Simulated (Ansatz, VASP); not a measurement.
One calculation of Os3Au, two programs

```
Os Au
1.0
     2.76035    0.00000    0.00000
     0.00000    2.76035    0.00000
     0.00000    0.00000    7.94667
Os Au
3 1
Cartesian
  1.3802 1.3802 1.8541
  0.0000 0.0000 0.0000
  1.3802 1.3802 6.0925
  0.0000 0.0000 3.9733
```

Alike in both runs: functional PBE; k mesh 16 × 16 × 6; occupations gaussian, width 0.1 eV; no spin polarisation.

Ansatz relaxed the structure, and its values are those at the end. VASP's run is a single point on that final structure, the one shown.

|  | VASP | Ansatz |
| --- | --- | --- |
| version | VASP 6.6.1 | Ansatz 0.2.0 |
| potentials or method | VASP PAW PBE potentials, release 64 (Os, Au), cutoff 520 eV | scalar-relativistic, plane waves, PAW |
| valence electrons in the cell | 35 | 67 |

```tsv
	VASP	Ansatz	Ansatz less VASP
gap on the k mesh at the Fermi level (eV)	none	none	-
pressure (GPa)	-0.2	0.0	+0.24
```

A gap of «none» marks a metal or a gap that the smearing closes. The functional is the same, so the differences come from potentials, cutoffs and numerics. VASP's potentials hold 35 valence electrons a cell and Ansatz's 67, so a difference there can come from the potentials and not from the codes.

Neither program's run includes spin-orbit coupling.
